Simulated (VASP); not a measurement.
# GeOs2 (Fm-3m) in VASP: further runs

Runs on GeOs2. Level: PBEsol. Tasks: single point.

All numbers are computed with VASP 6.6.1; they aren't measurements. Logs are shortened: lines on timing, memory, paths and dates and some standing lists are left out, and cuts for length are marked.

### Step 1. The cell of the first run

The structure is cubic, space group Fm-3m (No. 225). The conventional cell has a = 5.653 Å, b = 5.653 Å, c = 5.653 Å, α = 90.00°, β = 90.00°, γ = 90.00°. Os (site symmetry -43m) has 4 Ge at 2.45 Å and 6 Os at 2.83 Å within 3.2 Å. Ge (site symmetry m-3m) has 8 Os at 2.45 Å within 3.2 Å.

### Step 2. Single point, PBEsol (15.06 Å³/atom)

The input, INCAR:

```
PREC     = Accurate       # precision mode
ENCUT    = 520            # plane-wave cutoff, eV
EDIFF    = 1E-7           # SCF threshold, eV
ISMEAR   = 0              # smearing method
SIGMA    = 0.05           # smearing width, eV
LREAL    = F              # projectors in reciprocal space
LASPH    = T              # aspherical terms in the spheres
NELM     = 60             # most SCF steps
ALGO     = Normal         # electronic algorithm
ISIF     = 2              # what is computed and relaxed
LWAVE    = F              # write WAVECAR
LCHARG   = F              # write CHGCAR
GGA      = PS             # functional
NBANDS   = 22             # bands
```

The input, KPOINTS:

```
Automatic mesh
0
Gamma
  10 10 10
```

The input, POSCAR:

```
GeOs2
1.0
    0.0000000000      2.8267291265      2.8267291265
    2.8267291265      0.0000000000      2.8267291265
    2.8267291265      2.8267291265      0.0000000000
Os Ge
2 1
Direct
    0.2500000000      0.2500000000      0.2500000000
    0.7500000000      0.7500000000      0.7500000000
    0.0000000000      0.0000000000      0.0000000000
```

Potentials or basis: VASP PAW PBE potentials, release 64 (Os, Ge_d).

Launch:

```console
$ cat potpaw_PBE.64/Os/POTCAR potpaw_PBE.64/Ge_d/POTCAR > POTCAR
$ mpirun -np 1 vasp_std > vasp.out
```

OUTCAR:

```text
PREC = Accurate
   ENCUT = 520
   EDIFF = 1E-7
   ISMEAR = 0
   LREAL = F
   LASPH = T
   NELM = 60
   ISIF = 2
   GGA = PS

 ion  position               nearest neighbor table
   1  0.250  0.250  0.250-   3 2.45   3 2.45   3 2.45   3 2.45   2 2.83   2 2.83   2 2.83   2 2.83
                             2 2.83   2 2.83
   2  0.750  0.750  0.750-   3 2.45   3 2.45   3 2.45   3 2.45   1 2.83   1 2.83   1 2.83   1 2.83
                             1 2.83   1 2.83
   3  0.000  0.000  0.000-   2 2.45   2 2.45   2 2.45   1 2.45   2 2.45   1 2.45   1 2.45   1 2.45

  LATTYP: Found a face centered cubic cell.
 ALAT       =     5.6534582530

  Lattice vectors:

 A1 = (   0.0000000000,   2.8267291265,   2.8267291265)
 A2 = (   2.8267291265,   0.0000000000,   2.8267291265)
 A3 = (   2.8267291265,   2.8267291265,   0.0000000000)

Analysis of symmetry for initial positions (statically):
=====================================================================
 Subroutine PRICEL returns:
 Original cell was already a primitive cell.

 Routine SETGRP: Setting up the symmetry group for a
 face centered cubic supercell.

 Subroutine GETGRP returns: Found 48 space group operations
 (whereof 48 operations were pure point group operations)
 out of a pool of 48 trial point group operations.

The static configuration has the point symmetry O_h .

Analysis of symmetry for dynamics (positions and initial velocities):
=====================================================================
 Subroutine PRICEL returns:
 Original cell was already a primitive cell.

 Routine SETGRP: Setting up the symmetry group for a
 face centered cubic supercell.

 Subroutine GETGRP returns: Found 48 space group operations
 (whereof 48 operations were pure point group operations)
 out of a pool of 48 trial point group operations.

The dynamic configuration has the point symmetry O_h .

 Subroutine INISYM returns: Found 48 space group operations
 (whereof 48 operations are pure point group operations),
 and found     1 'primitive' translations

----------------------------------------------------------------------------------------

                                     Primitive cell

  volume of cell :      45.1734

  direct lattice vectors                    reciprocal lattice vectors
     0.000000000  2.826729127  2.826729127    -0.176882884  0.176882884  0.176882884
     2.826729127  0.000000000  2.826729127     0.176882884 -0.176882884  0.176882884
     2.826729127  2.826729127  0.000000000     0.176882884  0.176882884 -0.176882884

  length of vectors
     3.997598668  3.997598668  3.997598668     0.306370142  0.306370142  0.306370142

  position of ions in fractional coordinates (direct lattice)
     0.250000000  0.250000000  0.250000000
     0.750000000  0.750000000  0.750000000
     0.000000000  0.000000000  0.000000000

  ion indices of the primitive-cell ions
   primitive index   ion index
                 1           1
                 2           2
                 3           3

----------------------------------------------------------------------------------------

 KPOINTS: Automatic mesh

Automatic generation of k-mesh.
 Grid dimensions read from file:
 generate k-points for:   10   10   10

 Generating k-lattice:

  Cartesian coordinates                     Fractional coordinates (reciprocal lattice)
    -0.017688288  0.017688288  0.017688288     0.100000000  0.000000000  0.000000000
     0.017688288 -0.017688288  0.017688288     0.000000000  0.100000000  0.000000000
     0.017688288  0.017688288 -0.017688288     0.000000000  0.000000000  0.100000000

  Length of vectors
     0.030637014  0.030637014  0.030637014

  Shift w.r.t. Gamma in fractional coordinates (k-lattice)
     0.000000000  0.000000000  0.000000000

 Subroutine IBZKPT returns following result:
 ===========================================

 Found     47 irreducible k-points:

 Following reciprocal coordinates:
            Coordinates               Weight
  0.000000  0.000000  0.000000      1.000000
  0.100000  0.000000  0.000000      8.000000
  0.200000  0.000000  0.000000      8.000000
  0.300000  0.000000  0.000000      8.000000
  0.400000  0.000000  0.000000      8.000000
  0.500000  0.000000  0.000000      4.000000
[... 16 lines left out ...]
  0.300000  0.300000  0.000000      6.000000
  0.400000  0.300000  0.000000     24.000000
 [... further k-points ...]
   k-points           NKPTS =     47   k-points in BZ     NKDIM =     47   number of bands    NBANDS=     22
   number of dos      NEDOS =    301   number of ions     NIONS =      3
   total plane-waves  NPLWV =  27000
   dimension x,y,z NGX =    30 NGY =   30 NGZ =   30
   dimension x,y,z NGXF=    60 NGYF=   60 NGZF=   60
   ions per type =               2   1
   NGX,Y,Z   is equivalent  to a cutoff of  12.48, 12.48, 12.48 a.u.
   NGXF,Y,Z  is equivalent  to a cutoff of  24.95, 24.95, 24.95 a.u.
 SYSTEM =  unknown system
   PREC   = accura    normal or accurate (medium, high low for compatibility)
   ISTART =      0    job   : 0-new  1-cont  2-samecut
   ICHARG =      2    charge: 1-file 2-atom 10-const
   ISPIN  =      1    spin polarized calculation?
   LNONCOLLINEAR =      F non collinear calculations
   LSORBIT =      F    spin-orbit coupling
   LASPH  =      T    aspherical Exc in radial PAW
   ENCUT  =  520.0 eV  38.22 Ry    6.18 a.u.   7.43  7.43  7.43*2*pi/ulx,y,z
   NELM   =     60;   NELMIN=  2; NELMDL= -5     # of ELM steps
   EDIFF  = 0.1E-06   stopping-criterion for ELM
   LREAL  =      F    real-space projection
   EDIFFG = 0.1E-05   stopping-criterion for IOM
   NSW    =      0    number of steps for IOM
   IBRION =     -1    ionic relax: 0-MD 1-quasi-New 2-CG
   NFREE  =      0    steps in history (QN), initial steepest desc. (CG)
   ISIF   =      2    stress and relaxation
   ISYM   =      2    0-nonsym 1-usesym 2-fastsym
   POTIM  = 0.5000    time-step for ionic-motion
   TEBEG  =    0.0;   TEEND  =   0.0 temperature during run
   PSTRESS=    0.0 pullay stress
   NELECT =      30.0000    total number of electrons
   NUPDOWN=      -1.0000    fix difference up-down
   EMIN   =  10.00;   EMAX   =-10.00  energy-range for DOS
   EFERMI =   0.00;   METHOD = LEGACY
   ISMEAR =     0;   SIGMA  =   0.05  broadening in eV -4-tet -1-fermi 0-gaus
   EFERMI_NEDOS =   21; number of points for ismear=-14 and -15
   IALGO  =     38    algorithm
   IMIX   =      4    mixing-type and parameters
     AMIX     =   0.40;   BMIX     =  1.00
     AMIX_MAG =   1.60;   BMIX_MAG =  1.00
  volume/ion in A,a.u.               =      15.06       101.62
  Fermi-wavevector in a.u.,A,eV,Ry     =   1.428305  2.699106 27.756649  2.040056
  Thomas-Fermi vector in A             =   2.548381
   LORBIT       =      0    0 simple, 1 ext, 2 COOP (PROOUT), +10 PAW based schemes
   GGA     = PS    functional components
   LHFCALC =     F    Hartree Fock is set to
   AEXX    =    0.0000 exact exchange contribution
   IVDW    =     0    specifies the selected vdW correction
   LEPSILON=     F    determine dielectric tensor
   LRPA    =     F    only Hartree local field effects (RPA)
 non-spin polarized calculation
 Gauss-broadening in eV      SIGMA  =   0.05
  energy-cutoff  :      520.00
  volume of cell :       45.17
 maximum number of plane-waves:      1243
 NGX is ok and might be reduce to    30
   NGX = 15   NGY = 15   NGZ = 15

 number of electron      30.0000012 magnetization

 Free energy of the ion-electron system (eV)
  ---------------------------------------------------
  ext. energy  EPLUGINS =         0.00000000
  ---------------------------------------------------
  free energy    TOTEN  =       -27.05935918 eV

  energy without entropy =      -27.05488166  energy(sigma->0) =      -27.05712042

 E-fermi :   7.9481     XC(G=0): -13.1735

 val. band max:        7.9403119484   @ k =  -0.4000   0.3000   0.0000
 cond. band min:       7.9493225134   @ k =  -0.3000   0.4000   0.2000
 fundamental gap:      0.0090105650
 Fermi energy:         7.9481136654

 k-point     1 :       0.0000    0.0000    0.0000
  band No.  band energies     occupation
      1     -16.1932      2.00000
      2     -16.1932      2.00000
      3     -16.1932      2.00000
      4     -16.1531      2.00000
      5     -16.1531      2.00000
      6      -4.6064      2.00000
[... 14 lines left out ...]
     21      15.0163      0.00000
     22      15.0163      0.00000

 k-point     2 :       0.1000    0.0000    0.0000
  band No.  band energies     occupation
      1     -16.1951      2.00000
      2     -16.1938      2.00000
      3     -16.1938      2.00000
      4     -16.1525      2.00000
      5     -16.1525      2.00000
      6      -4.4599      2.00000
[... 14 lines left out ...]
     21      15.3797      0.00000
     22      15.3816      0.00000

 k-point     3 :       0.2000    0.0000    0.0000
  band No.  band energies     occupation
      1     -16.2001      2.00000
      2     -16.1952      2.00000
      3     -16.1952      2.00000
      4     -16.1511      2.00000
      5     -16.1511      2.00000
      6      -4.0456      2.00000
[... 14 lines left out ...]
     21      15.7168      0.00000
     22      16.3425      0.00000

 k-point     4 :       0.3000    0.0000    0.0000
  band No.  band energies     occupation
      1     -16.2065      2.00000
      2     -16.1971      2.00000
      3     -16.1971      2.00000
      4     -16.1493      2.00000
      5     -16.1493      2.00000
      6      -3.4519      2.00000
[... 14 lines left out ...]
     21      16.3074      0.00000
     22      17.2010      0.00000

 k-point     5 :       0.4000    0.0000    0.0000
  band No.  band energies     occupation
      1     -16.2117      2.00000
      2     -16.1986      2.00000
      3     -16.1986      2.00000
      4     -16.1478      2.00000
      5     -16.1478      2.00000
      6      -2.8724      2.00000
[... 14 lines left out ...]
     21      17.1661      0.00000
     22      17.6435      0.00000

 k-point     6 :       0.5000    0.0000    0.0000
  band No.  band energies     occupation
      1     -16.2137      2.00000
      2     -16.1991      2.00000
      3     -16.1991      2.00000
      4     -16.1472      2.00000
      5     -16.1472      2.00000
      6      -2.6157      2.00000
[... 14 lines left out ...]
     21      17.5889      0.00000
     22      17.7595      0.00000

 k-point     7 :       0.1000    0.1000    0.0000
  band No.  band energies     occupation
      1     -16.1954      2.00000
      2     -16.1941      2.00000
      3     -16.1941      2.00000
      4     -16.1527      2.00000
      5     -16.1520      2.00000
      6      -4.4123      2.00000
[... 324 lines left out ...]
      6      -2.4175      2.00000
[... 14 lines left out ...]
     21      17.4550      0.00000
     22      19.3566      0.00000

 k-point    21 :      -0.3000    0.2000    0.0000
  band No.  band energies     occupation
      1     -16.2095      2.00000
      2     -16.2035      2.00000
      3     -16.1989      2.00000
      4     -16.1474      2.00000
      5     -16.1473      2.00000
      6      -2.7499      2.00000
[... 14 lines left out ...]
     21      16.7298      0.00000
     22      18.4357      0.00000

 k-point    22 :      -0.2000    0.2000    0.0000
  band No.  band energies     occupation
      1     -16.2060      2.00000
      2     -16.2007      2.00000
      3     -16.1974      2.00000
      4     -16.1491      2.00000
      5     -16.1483      2.00000
      6      -3.2717      2.00000
[... 14 lines left out ...]
     21      15.8573      0.00000
     22      17.8334      0.00000

 k-point    23 :       0.3000    0.3000    0.0000
  band No.  band energies     occupation
      1     -16.2093      2.00000
      2     -16.1991      2.00000
      3     -16.1991      2.00000
      4     -16.1510      2.00000
      5     -16.1455      2.00000
      6      -3.1318      2.00000
[... 14 lines left out ...]
     21      14.8849      0.00000
     22      19.3740      0.00000

 k-point    24 :       0.4000    0.3000    0.0000
  band No.  band energies     occupation
      1     -16.2127      2.00000
      2     -16.2010      2.00000
      3     -16.2003      2.00000
      4     -16.1503      2.00000
      5     -16.1440      2.00000
      6      -2.7073      2.00000
[... 14 lines left out ...]
     21      15.4690      0.00000
     22      19.5082      0.00000

 [... further k-points ...]

------------------------ aborting loop because EDIFF is reached ----------------------------------------

  FORCE on cell =-STRESS in cart. coord.  units (eV):
  Direction    XX          YY          ZZ          XY          YZ          ZX
  --------------------------------------------------------------------------------------
  -------------------------------------------------------------------------------------
  Total        3.5404917      3.5404917      3.5404917      0.0000000      0.0000000      0.0000000
  in kB      125.5716451    125.5716451    125.5716451      0.0000000      0.0000000      0.0000000
  external PRESSURE =     125.5716451 kB  Pullay stress =       0.0000000 kB

 VOLUME and BASIS-vectors are now :
 -----------------------------------------------------------------------------
  energy-cutoff  :      520.00
  volume of cell :       45.17
      direct lattice vectors                 reciprocal lattice vectors
     0.000000000  2.826729127  2.826729127    -0.176882884  0.176882884  0.176882884
     2.826729127  0.000000000  2.826729127     0.176882884 -0.176882884  0.176882884
     2.826729127  2.826729127  0.000000000     0.176882884  0.176882884 -0.176882884

 POSITION                                       TOTAL-FORCE (eV/Angst)
 -----------------------------------------------------------------------------------
      1.41336      1.41336      1.41336         0.000000      0.000000     -0.000000
      4.24009      4.24009      4.24009        -0.000000     -0.000000      0.000000
      0.00000      0.00000      0.00000        -0.000000     -0.000000      0.000000
 -----------------------------------------------------------------------------------
    total drift:                                0.000000     -0.000000     -0.000000

  FREE ENERGIE OF THE ION-ELECTRON SYSTEM (eV)
  ---------------------------------------------------
  free  energy   TOTEN  =       -27.0593591842 eV

  energy  without entropy=      -27.0548816558  energy(sigma->0) =      -27.05712042
```

Wall time 87 s (1 thread of Intel Xeon 8259CL, shared host); peak memory 0.2 GiB.

Results:

* Free energy: -27.0594 eV
* Pressure: 12.6 GPa
* Band gap on the k mesh: zero (bands 15 and 16 overlap by 3.95 eV)

Levels at points of the mesh, in eV from the Fermi level:
```tsv
k point	band 13	band 14	band 15	band 16	band 17	band 18
(0.00, 0.00, 0.00)	0.86	0.86	2.53	2.90	2.90	6.34
(0.50, 0.00, 0.00)	-1.54	-1.54	-1.42	-1.42	-1.15	5.95
(0.50, 0.50, 0.00)	-0.98	-0.98	0.19	0.19	1.08	2.74
```

Caveat: the cell stands under pressure; the PAW data sets were made with another functional, which shifts forces and pressure a little; spin-orbit coupling is left out, which moves the levels of the heavy elements.

### Step 3. Single point, PBEsol (15.37 Å³/atom)

This run uses another cell than the first one, of 15.37 Å³/atom.

The input, INCAR:

```
  PREC = Accurate
  ENCUT = 520
  EDIFF = 1E-6
  ISMEAR = 0
  SIGMA = 0.05
  LREAL = F
  LASPH = T
  NELM = 60
  ALGO = Fast
  ISIF = 2
  LWAVE = F
  LCHARG = T
  GGA = PS
  LELF = T
  LVHAR = T
  NBANDS = 22
```

The input, KPOINTS:

```
regular mesh
0
Gamma
  10 10 10
```

The input, POSCAR:

```
GeOs2
1.0
    0.0000000000      2.8462244262      2.8462244262
    2.8462244262      0.0000000000      2.8462244262
    2.8462244262      2.8462244262      0.0000000000
Os Ge
2 1
Direct
    0.2500000000      0.2500000000      0.2500000000
    0.7500000000      0.7500000000      0.7500000000
    0.0000000000      0.0000000000      0.0000000000
```

Potentials or basis: VASP PAW PBE potentials, release 64 (Os, Ge_d).

Launch:

```console
$ cat potpaw_PBE.64/Os/POTCAR potpaw_PBE.64/Ge_d/POTCAR > POTCAR
$ mpirun -np 1 vasp_std > vasp.out
```

Wall time 1.9 min (1 thread of Intel Xeon 8259CL, shared host); peak memory 0.2 GiB.

It converged, with:

* Free energy: -27.1149 eV
* Pressure: 6.3 GPa
* Band gap on the k mesh: zero (bands 15 and 16 overlap by 3.85 eV)

Levels at points of the mesh, in eV from the Fermi level:
| k point | band 13 | band 14 | band 15 | band 16 | band 17 | band 18 |
| --- | --- | --- | --- | --- | --- | --- |
| (0.00, 0.00, 0.00) | 0.83 | 0.83 | 2.47 | 2.81 | 2.81 | 6.23 |
| (0.50, 0.00, 0.00) | -1.49 | -1.49 | -1.38 | -1.38 | -1.13 | 5.74 |
| (0.50, 0.50, 0.00) | -0.95 | -0.95 | 0.21 | 0.21 | 1.04 | 2.65 |

Caveat: the cell stands under pressure; the PAW data sets were made with another functional, which shifts forces and pressure a little; spin-orbit coupling is left out, which moves the levels of the heavy elements.

[end of part 1 of 2]
